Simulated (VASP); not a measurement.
Here is a VASP 6.6.1 calculation.

INCAR

```
SYSTEM = Al2Cu
PREC = Accurate ; ENCUT = 520
EDIFF = 1E-6 ; ISMEAR = 0
SIGMA = 0.15 ; LREAL = .FALSE.
LASPH = .TRUE. ; NELM = 60
ALGO = Fast ; ISIF = 2
LWAVE = .FALSE. ; LCHARG = .TRUE.
GGA = PE ; LELF = .TRUE.
LVHAR = .TRUE. ; NBANDS = 16
```

The input KPOINTS:

```
Automatic mesh
0
G
  10 10 14
  0 0 0
```

POSCAR

```
Al2Cu
1.0
    4.2173000000      0.0000000000      0.0000000000
    0.0000000000      4.2173000000      0.0000000000
    0.0000000000      0.0000000000      2.8847334069
Al Cu
2 1
Direct
    0.5000000000      0.0000000000      0.5000000000
    0.0000000000      0.5000000000      0.5000000000
    0.0000000000      0.0000000000      0.0000000000
```

Potentials or basis: VASP PAW PBE potentials, release 64 (Al, Cu).

Command:

```sh
$ cat potpaw_PBE.64/Al/POTCAR potpaw_PBE.64/Cu/POTCAR > POTCAR
$ mpirun -np 1 vasp_std > vasp.out
```

Estimate the pressure.

-3.6 GPa.

What does it give for the band gap on the k mesh?

Zero (an odd number of electrons rules out a gap without spin polarisation).

Stress tensor (GPa, compression positive):
```
-3.90  0.00  0.00
 0.00 -3.90  0.00
 0.00  0.00 -2.97
```

Caveat: the cell stands under tension.
